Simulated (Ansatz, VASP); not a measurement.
# Two plane-wave programs on MgO

Contents of INCAR:

```
ALGO = Normal ; EDIFF = 1E-7
ENCUT = 520 ; ISIF = 2
ISMEAR = 0 ; LASPH = True
LCHARG = False ; LREAL = False
LWAVE = False ; NBANDS = 36
NELM = 80 ; PREC = Accurate
SIGMA = 0.05
```

The input KPOINTS:

```
k-points
0
Gamma
  8 8 2
```

Contents of POSCAR:

```
MgO
1.0
   -3.4517839558      0.0000000000      0.0000000000
   -1.7258919779     -2.9893325941      0.0000000000
   -0.9588288766     -0.9964441980     12.4189476803
Mg O
6 6
Direct
    0.6574055556      0.6388833333      0.0833500000
    0.6203685185      0.5277722222      0.4166833333
    0.5833314815      0.4166611111      0.7500166667
    0.2314796296      0.0277722222      0.9166833333
    0.3055537037      0.2499944444      0.2500166667
    0.2685166667      0.1388833333      0.5833500000
    0.5648129630      0.3611055556      0.9166833333
    0.6388870370      0.5833277778      0.2500166667
    0.6018500000      0.4722166667      0.5833500000
    0.3240722222      0.3055500000      0.0833500000
    0.2870351852      0.1944388889      0.4166833333
    0.2499981481      0.0833277778      0.7500166667
```

Input for Ansatz:

```yaml
crystal:
  lattice:
    - [-3.4517839558, 0.0, 0.0]
    - [-1.7258919779, -2.9893325941, 0.0]
    - [-0.9588288766, -0.996444198, 12.4189476803]
  atoms:
    - { symbol: Mg, position: [0.6574055556, 0.6388833333, 0.08335] }
    - { symbol: Mg, position: [0.6203685185, 0.5277722222, 0.4166833333] }
    - { symbol: Mg, position: [0.5833314815, 0.4166611111, 0.7500166667] }
    - { symbol: Mg, position: [0.2314796296, 0.0277722222, 0.9166833333] }
    - { symbol: Mg, position: [0.3055537037, 0.2499944444, 0.2500166667] }
    - { symbol: Mg, position: [0.2685166667, 0.1388833333, 0.58335] }
    - { symbol: O, position: [0.564812963, 0.3611055556, 0.9166833333] }
    - { symbol: O, position: [0.638887037, 0.5833277778, 0.2500166667] }
    - { symbol: O, position: [0.60185, 0.4722166667, 0.58335] }
    - { symbol: O, position: [0.3240722222, 0.30555, 0.08335] }
    - { symbol: O, position: [0.2870351852, 0.1944388889, 0.4166833333] }
    - { symbol: O, position: [0.2499981481, 0.0833277778, 0.7500166667] }
basis:
  ecutwfc: 520.0
kpoints:
  mp_grid: { grid: [8, 8, 2] }
hamiltonian:
  xc: lda
  pseudopotentials: { kind: paw, azcp: { folder: soft_1 } }
scf:
  occupations: { method: gaussian, width: 0.05 }
output:
  forces: true
  stress: true
  eigenvalues: true
```

Alike in both runs: task single point; functional LDA; k mesh 8 × 8 × 2; occupations gaussian, width 0.05 eV; no spin polarisation.

|  | VASP | Ansatz |
| --- | --- | --- |
| version | VASP 6.6.1 | Ansatz 0.2.0 |
| potentials or method | VASP PAW LDA potentials, release 64 (Mg, O), cutoff 520 eV | scalar-relativistic, plane waves, PAW |
| valence electrons in the cell | 48 | 96 |

Ansatz gave:

* gap on the k mesh at the Fermi level (eV): 2.03
* least direct gap on the mesh (eV): 2.03
* pressure (GPa): 1.2
* traceless stress, the component that is largest in VASP (GPa): 8.69
* rms of the force components (eV/Å): 0.772

**Question.** What did VASP give for the same quantities?

**Answer.** gap on the k mesh at the Fermi level (eV): 2.01; least direct gap on the mesh (eV): 2.01; pressure (GPa): -0.5; traceless stress, the component that is largest in VASP (GPa): 8.79; rms of the force components (eV/Å): 0.782.

Ansatz warns that its potentials were made for another functional, while VASP's fit it. LDA's correlation is that of Perdew and Zunger in VASP and of Perdew and Wang (1992) in Ansatz. Atom by atom the forces differ by 0.013 eV/Å (rms over components). VASP's potentials hold 48 valence electrons a cell and Ansatz's 96, so a difference there can come from the potentials and not from the codes.
